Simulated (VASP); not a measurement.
# SiO2 (I-42d) in VASP: notebook

Runs on SiO2. Level: PBEsol. Tasks: single point.

Program: VASP 6.6.1. These are calculated values, not measurements. Logs are shortened: lines on timing, memory, paths and dates and some standing lists are left out, and cuts for length are marked.

### 1 The cell of the first run

It takes space group I-42d (No. 122, tetragonal). Conventional cell: a = 4.584 Å, b = 4.584 Å, c = 7.230 Å, α = 90.00°, β = 90.00°, γ = 90.00°. Within 2.1 Å of Si (site symmetry -4) lie 4 O at 1.57 Å. O (site symmetry 2) has 2 Si at 1.57 Å within 2.1 Å.

### 2 Single point, PBEsol

INCAR reads:

```
SYSTEM = SiO2
PREC = Accurate
ENCUT = 520
EDIFF = 1E-6
ISMEAR = 0
SIGMA = 0.01
LREAL = .False.
LASPH = .True.
NELM = 100
ALGO = Normal
ISIF = 2
LWAVE = .False.
LCHARG = .True.
GGA = PS
LELF = .True.
LVHAR = .True.
NBANDS = 25
```

KPOINTS reads:

```
Automatic mesh
0
Gamma
  6 6 6
  0 0 0
```

POSCAR reads:

```
SiO2
1.0
   -2.2921200735      2.2921200735      3.6147922560
    2.2921200735     -2.2921200735      3.6147922560
    2.2921200735      2.2921200735     -3.6147922560
Si O
2 4
Direct
    0.0000000000      0.0000000000      0.0000000000
    0.7500000000      0.2500000000      0.5000000000
    0.9983800000      0.6250000000      0.8733800000
    0.3750000000      0.2483800000      0.3733800000
    0.7516200000      0.1250000000      0.1266200000
    0.8750000000      0.0016200000      0.6266200000
```

Potentials or basis: VASP PAW PBE potentials, release 64 (Si, O).

The run is started by

```sh
cat potpaw_PBE.64/Si/POTCAR potpaw_PBE.64/O/POTCAR > POTCAR
mpirun -np 1 vasp_std > vasp.out
```

OUTCAR:

```text
SYSTEM = SiO2
   PREC = Accurate
   ENCUT = 520
   EDIFF = 1E-6
   ISMEAR = 0
   LREAL = .False.
   LASPH = .True.
   NELM = 100
   ISIF = 2
   GGA = PS

 ion  position               nearest neighbor table
   1  0.000  0.000  0.000-   5 1.57   6 1.57   3 1.57   4 1.57   2 2.92   2 2.92   2 2.92   2 2.92

   2  0.750  0.250  0.500-   5 1.57   6 1.57   4 1.57   3 1.57   1 2.92   1 2.92   1 2.92   1 2.92

   3  0.998  0.625  0.873-   1 1.57   2 1.57
   4  0.375  0.248  0.373-   2 1.57   1 1.57
   5  0.752  0.125  0.127-   1 1.57   2 1.57
   6  0.875  0.002  0.627-   1 1.57   2 1.57

  LATTYP: Found a body centered tetragonal cell.
 ALAT       =     4.5842401470
 C/A-ratio  =     1.5770518734

  Lattice vectors:

 A1 = (  -2.2921200735,   2.2921200735,   3.6147922560)
 A2 = (   2.2921200735,  -2.2921200735,   3.6147922560)
 A3 = (   2.2921200735,   2.2921200735,  -3.6147922560)

Analysis of symmetry for initial positions (statically):
=====================================================================
 Subroutine PRICEL returns:
 Original cell was already a primitive cell.

 Routine SETGRP: Setting up the symmetry group for a
 body centered tetragonal supercell.

 Subroutine GETGRP returns: Found  8 space group operations
 (whereof  4 operations were pure point group operations)
 out of a pool of 16 trial point group operations.

The static configuration has the point symmetry S_4 .
 The point group associated with its full space group is D_2d.

Analysis of symmetry for dynamics (positions and initial velocities):
=====================================================================
 Subroutine PRICEL returns:
 Original cell was already a primitive cell.

 Routine SETGRP: Setting up the symmetry group for a
 body centered tetragonal supercell.

 Subroutine GETGRP returns: Found  8 space group operations
 (whereof  4 operations were pure point group operations)
 out of a pool of 16 trial point group operations.

The dynamic configuration has the point symmetry S_4 .
 The point group associated with its full space group is D_2d.

 Subroutine INISYM returns: Found  8 space group operations
 (whereof  4 operations are pure point group operations),
 and found     1 'primitive' translations

----------------------------------------------------------------------------------------

                                     Primitive cell

  volume of cell :      75.9658

  direct lattice vectors                    reciprocal lattice vectors
    -2.292120074  2.292120074  3.614792256     0.000000000  0.218138659  0.138320535
     2.292120074 -2.292120074  3.614792256     0.218138659  0.000000000  0.138320535
     2.292120074  2.292120074 -3.614792256     0.218138659  0.218138659  0.000000000

  length of vectors
     4.855342616  4.855342616  4.855342616     0.258296429  0.258296429  0.308494651

  position of ions in fractional coordinates (direct lattice)
     0.000000000  0.000000000  0.000000000
     0.750000000  0.250000000  0.500000000
     0.998380000  0.625000000  0.873380000
     0.375000000  0.248380000  0.373380000
     0.751620000  0.125000000  0.126620000
     0.875000000  0.001620000  0.626620000

  ion indices of the primitive-cell ions
   primitive index   ion index
                 1           1
                 2           2
                 3           3
                 4           4
                 5           5
                 6           6

----------------------------------------------------------------------------------------

 KPOINTS: Automatic mesh

Automatic generation of k-mesh.
 Grid dimensions read from file:
 generate k-points for:    6    6    6

 Generating k-lattice:

  Cartesian coordinates                     Fractional coordinates (reciprocal lattice)
     0.000000000  0.036356443  0.023053423     0.166666667  0.000000000 -0.000000000
     0.036356443  0.000000000  0.023053423     0.000000000  0.166666667 -0.000000000
     0.036356443  0.036356443  0.000000000     0.000000000  0.000000000  0.166666667

  Length of vectors
     0.043049405  0.043049405  0.051415775

  Shift w.r.t. Gamma in fractional coordinates (k-lattice)
     0.000000000  0.000000000  0.000000000

 Subroutine IBZKPT returns following result:
 ===========================================

 Found     30 irreducible k-points:

 Following reciprocal coordinates:
            Coordinates               Weight
  0.000000  0.000000  0.000000      1.000000
  0.166667  0.000000  0.000000      8.000000
  0.333333  0.000000 -0.000000      8.000000
  0.500000  0.000000  0.000000      4.000000
  0.166667  0.166667  0.000000      8.000000
  0.333333  0.166667  0.000000     16.000000
[... 16 lines left out ...]
 -0.333333 -0.333333  0.166667      8.000000
 -0.166667 -0.333333  0.166667      8.000000
 [... further k-points ...]
   k-points           NKPTS =     30   k-points in BZ     NKDIM =     30   number of bands    NBANDS=     25
   number of dos      NEDOS =    301   number of ions     NIONS =      6
   total plane-waves  NPLWV =  46656
   dimension x,y,z NGX =    36 NGY =   36 NGZ =   36
   dimension x,y,z NGXF=    72 NGYF=   72 NGZF=   72
   ions per type =               2   4
   NGX,Y,Z   is equivalent  to a cutoff of  12.33, 12.33, 12.33 a.u.
   NGXF,Y,Z  is equivalent  to a cutoff of  24.65, 24.65, 24.65 a.u.
 SYSTEM =  SiO2
   PREC   = accura    normal or accurate (medium, high low for compatibility)
   ISTART =      0    job   : 0-new  1-cont  2-samecut
   ICHARG =      2    charge: 1-file 2-atom 10-const
   ISPIN  =      1    spin polarized calculation?
   LNONCOLLINEAR =      F non collinear calculations
   LSORBIT =      F    spin-orbit coupling
   LASPH  =      T    aspherical Exc in radial PAW
   ENCUT  =  520.0 eV  38.22 Ry    6.18 a.u.   9.03  9.03  9.03*2*pi/ulx,y,z
   NELM   =    100;   NELMIN=  2; NELMDL= -5     # of ELM steps
   EDIFF  = 0.1E-05   stopping-criterion for ELM
   LREAL  =      F    real-space projection
[... 7 lines left out ...]
   TEBEG  =    0.0;   TEEND  =   0.0 temperature during run
   PSTRESS=    0.0 pullay stress
   NELECT =      32.0000    total number of electrons
   NUPDOWN=      -1.0000    fix difference up-down
   EMIN   =  10.00;   EMAX   =-10.00  energy-range for DOS
   EFERMI =   0.00;   METHOD = LEGACY
   ISMEAR =     0;   SIGMA  =   0.01  broadening in eV -4-tet -1-fermi 0-gaus
   EFERMI_NEDOS =   21; number of points for ismear=-14 and -15
   IALGO  =     38    algorithm
   IMIX   =      4    mixing-type and parameters
     AMIX     =   0.40;   BMIX     =  1.00
     AMIX_MAG =   1.60;   BMIX_MAG =  1.00
  volume/ion in A,a.u.               =      12.66        85.44
  Fermi-wavevector in a.u.,A,eV,Ry     =   1.227210  2.319090 20.490970  1.506044
  Thomas-Fermi vector in A             =   2.362182
   LORBIT       =      0    0 simple, 1 ext, 2 COOP (PROOUT), +10 PAW based schemes
   GGA     = PS    functional components
   LHFCALC =     F    Hartree Fock is set to
   AEXX    =    0.0000 exact exchange contribution
   IVDW    =     0    specifies the selected vdW correction
   LEPSILON=     F    determine dielectric tensor
   LRPA    =     F    only Hartree local field effects (RPA)
 non-spin polarized calculation
 Gauss-broadening in eV      SIGMA  =   0.01
  energy-cutoff  :      520.00
  volume of cell :       75.97
 maximum number of plane-waves:      2086
   NGX = 19   NGY = 19   NGZ = 19

 number of electron      32.0000012 magnetization

 Free energy of the ion-electron system (eV)
  ---------------------------------------------------
  ext. energy  EPLUGINS =         0.00000000
  ---------------------------------------------------
  free energy    TOTEN  =       -48.65611182 eV

  energy without entropy =      -48.65611182  energy(sigma->0) =      -48.65611182

 E-fermi :   0.5642     XC(G=0):  -9.1681

 val. band max:        0.5235271168   @ k =   0.0000   0.0000   0.0000
 cond. band min:       7.1331314237   @ k =   0.0000   0.0000   0.0000
 fundamental gap:      6.6096043069
 Fermi energy:         0.5642467010

 k-point     1 :       0.0000    0.0000    0.0000
  band No.  band energies     occupation
      1     -19.0806      2.00000
      2     -16.6155      2.00000
      3     -16.5896      2.00000
      4     -16.5896      2.00000
      5      -8.5291      2.00000
      6      -5.0535      2.00000
[... 17 lines left out ...]
     24      14.7574      0.00000
     25      15.1843      0.00000

 k-point     2 :       0.1667    0.0000    0.0000
  band No.  band energies     occupation
      1     -18.9806      2.00000
      2     -16.7701      2.00000
      3     -16.6221      2.00000
      4     -16.5903      2.00000
      5      -8.3180      2.00000
      6      -5.1204      2.00000
[... 17 lines left out ...]
     24      14.7074      0.00000
     25      15.1122      0.00000

 k-point     3 :       0.3333    0.0000   -0.0000
  band No.  band energies     occupation
      1     -18.7258      2.00000
      2     -17.1567      2.00000
      3     -16.6442      2.00000
      4     -16.6039      2.00000
      5      -7.8473      2.00000
      6      -5.2987      2.00000
[... 17 lines left out ...]
     24      14.4880      0.00000
     25      15.4562      0.00000

 k-point     4 :       0.5000    0.0000    0.0000
  band No.  band energies     occupation
      1     -18.5422      2.00000
      2     -17.4035      2.00000
      3     -16.6514      2.00000
      4     -16.6141      2.00000
      5      -7.5719      2.00000
      6      -5.4097      2.00000
[... 17 lines left out ...]
     24      14.6927      0.00000
     25      15.2703      0.00000

 k-point     5 :       0.1667    0.1667    0.0000
  band No.  band energies     occupation
      1     -18.8257      2.00000
      2     -17.0055      2.00000
      3     -16.6251      2.00000
      4     -16.6204      2.00000
      5      -7.9997      2.00000
      6      -5.2926      2.00000
[... 17 lines left out ...]
     24      14.8038      0.00000
     25      15.2628      0.00000

 k-point     6 :       0.3333    0.1667    0.0000
  band No.  band energies     occupation
      1     -18.5519      2.00000
      2     -17.3705      2.00000
      3     -16.6541      2.00000
      4     -16.6359      2.00000
      5      -7.5341      2.00000
      6      -5.5581      2.00000
[... 17 lines left out ...]
     24      14.9997      0.00000
     25      15.3232      0.00000
[... 393 lines left out ...]
 k-point    21 :      -0.3333    0.5000    0.1667
  band No.  band energies     occupation
      1     -18.2769      2.00000
      2     -17.6986      2.00000
      3     -16.6802      2.00000
      4     -16.6392      2.00000
      5      -7.0153      2.00000
      6      -5.9797      2.00000
[... 17 lines left out ...]
     24      14.5797      0.00000
     25      15.3105      0.00000

 k-point    22 :      -0.1667    0.5000    0.1667
  band No.  band energies     occupation
      1     -18.4815      2.00000
      2     -17.4795      2.00000
      3     -16.6643      2.00000
      4     -16.6159      2.00000
      5      -7.3815      2.00000
      6      -5.5539      2.00000
[... 17 lines left out ...]
     24      14.8803      0.00000
     25      15.2982      0.00000

 k-point    23 :      -0.3333   -0.3333    0.1667
  band No.  band energies     occupation
      1     -18.4961      2.00000
      2     -17.4638      2.00000
      3     -16.6461      2.00000
      4     -16.6367      2.00000
      5      -7.3227      2.00000
      6      -5.6334      2.00000
[... 17 lines left out ...]
     24      15.1787      0.00000
     25      15.4662      0.00000

 k-point    24 :      -0.1667   -0.3333    0.1667
  band No.  band energies     occupation
      1     -18.7412      2.00000
      2     -17.1510      2.00000
      3     -16.6282      2.00000
      4     -16.6139      2.00000
      5      -7.7824      2.00000
      6      -5.2734      2.00000
[... 17 lines left out ...]
     24      14.9918      0.00000
     25      15.3460      0.00000

 [... further k-points ...]
[... 5 lines left out ...]
  --------------------------------------------------------------------------------------
  -------------------------------------------------------------------------------------
  Total       11.6572272     11.6572272     11.0488505      0.0000000     -0.0000000      0.0000000
  in kB      245.8599457    245.8599457    233.0288102      0.0000000     -0.0000000      0.0000000
  external PRESSURE =     241.5829005 kB  Pullay stress =       0.0000000 kB

 VOLUME and BASIS-vectors are now :
 -----------------------------------------------------------------------------
  energy-cutoff  :      520.00
  volume of cell :       75.97
      direct lattice vectors                 reciprocal lattice vectors
    -2.292120074  2.292120074  3.614792256     0.000000000  0.218138659  0.138320535
     2.292120074 -2.292120074  3.614792256     0.218138659  0.000000000  0.138320535
     2.292120074  2.292120074 -3.614792256     0.218138659  0.218138659  0.000000000

 POSITION                                       TOTAL-FORCE (eV/Angst)
 -----------------------------------------------------------------------------------
      0.00000      0.00000      0.00000        -0.000000      0.000000     -0.000000
     -0.00000      2.29212      1.80740        -0.000000      0.000000     -0.000000
      1.14606      2.85772      2.71109        -0.000000      1.624998      0.000000
      0.56560      1.14606      0.90370         1.624998      0.000000      0.000000
     -1.14606      1.72652      2.71109        -0.000000     -1.624998     -0.000000
     -0.56560      3.43818      0.90370        -1.624998     -0.000000     -0.000000
 -----------------------------------------------------------------------------------
    total drift:                               -0.000003     -0.000003     -0.000004

  FREE ENERGIE OF THE ION-ELECTRON SYSTEM (eV)
  ---------------------------------------------------
  free  energy   TOTEN  =       -48.6561118155 eV

  energy  without entropy=      -48.6561118155  energy(sigma->0) =      -48.65611182
```

Wall time 82 s (1 thread of AMD EPYC 9R14 (Zen 4), shared host); peak memory 0.18 GiB.

Results:

```yaml
Free_energy: -48.6561 eV
Pressure: 24.2 GPa
Largest_force: 1.625 eV/Å
Band_gap_on_the_k_mesh: 6.61 eV, direct
```

Forces on the atoms (eV/Å):
```
Si   0.000  0.000  0.000
Si   0.000  0.000  0.000
O    0.000  1.625  0.000
O    1.625  0.000  0.000
O    0.000 -1.625  0.000
O   -1.625  0.000  0.000
```

Caveat: the PAW data sets were made with another functional, which shifts forces and pressure a little.

### 3 Single point, PBEsol

This run uses another cell than the first one, of 13.01 Å³/atom, 1.028 times its volume.

INCAR reads:

```
ALGO     = Normal         # electronic algorithm
EDIFF    = 1E-6           # SCF threshold, eV
ENCUT    = 520            # plane-wave cutoff, eV
GGA      = PS             # functional
ISIF     = 2              # what is computed and relaxed
ISMEAR   = 0              # smearing method
LASPH    = T              # aspherical terms in the spheres
LCHARG   = T              # write CHGCAR
LELF     = T              # ELF
LREAL    = F              # projectors in reciprocal space
LVHAR    = T            
LWAVE    = F              # write WAVECAR
NBANDS   = 25             # bands
NELM     = 80             # most SCF steps
PREC     = Accurate       # precision mode
SIGMA    = 0.01           # smearing width, eV
```

KPOINTS reads:

```
k-points
0
Gamma
  6 6 6
```

POSCAR: that of step 2 with these lines changed.

```diff
@@ -2,5 +2,5 @@
 1.0
-   -2.2921200735      2.2921200735      3.6147922560
-    2.2921200735     -2.2921200735      3.6147922560
-    2.2921200735      2.2921200735     -3.6147922560
+   -2.3131498727      2.3131498727      3.6479573402
+    2.3131498727     -2.3131498727      3.6479573402
+    2.3131498727      2.3131498727     -3.6479573402
 Si O
```

Potentials or basis: VASP PAW PBE potentials, release 64 (Si, O).

The run is started by

```sh
cat potpaw_PBE.64/Si/POTCAR potpaw_PBE.64/O/POTCAR > POTCAR
mpirun -np 1 vasp_std > vasp.out
```

Run time: 73 s. Hardware: 1 thread of AMD EPYC 9R14 (Zen 4), shared host; peak memory 0.18 GiB.

The run converged. Its results:

```
Free energy            : -48.9321 eV
Pressure               : 17.4 GPa
Largest force          : 1.163 eV/Å
Band gap on the k mesh : 6.46 eV, direct
```

Forces in eV/Å, atoms in the order of the input:
```
Si   0.000  0.000  0.000
Si   0.000  0.000  0.000
O    0.000  1.163  0.000
O    1.163  0.000  0.000
O    0.000 -1.163  0.000
O   -1.163  0.000  0.000
```

Stress tensor (GPa, compression positive):
```
17.92  0.00  0.00
 0.00 17.92  0.00
 0.00  0.00 16.44
```

Levels at points of the mesh, in eV from the valence-band top:
```
           k point  band 14  band 15  band 16  band 17  band 18  band 19
(0.00, 0.00, 0.00)    -1.00     0.00     0.00     6.46     8.84    11.76
(0.50, 0.00, 0.00)    -0.70    -0.31    -0.20     9.04     9.52    10.28
(0.50, 0.50, 0.00)    -0.84    -0.24    -0.24     9.90     9.90    10.78
(0.50, 0.50, 0.50)    -1.59    -0.13    -0.13     9.41     9.41    10.07
```

Caveat: the PAW data sets were made with another functional, which shifts forces and pressure a little.

[end of part 1 of 2]
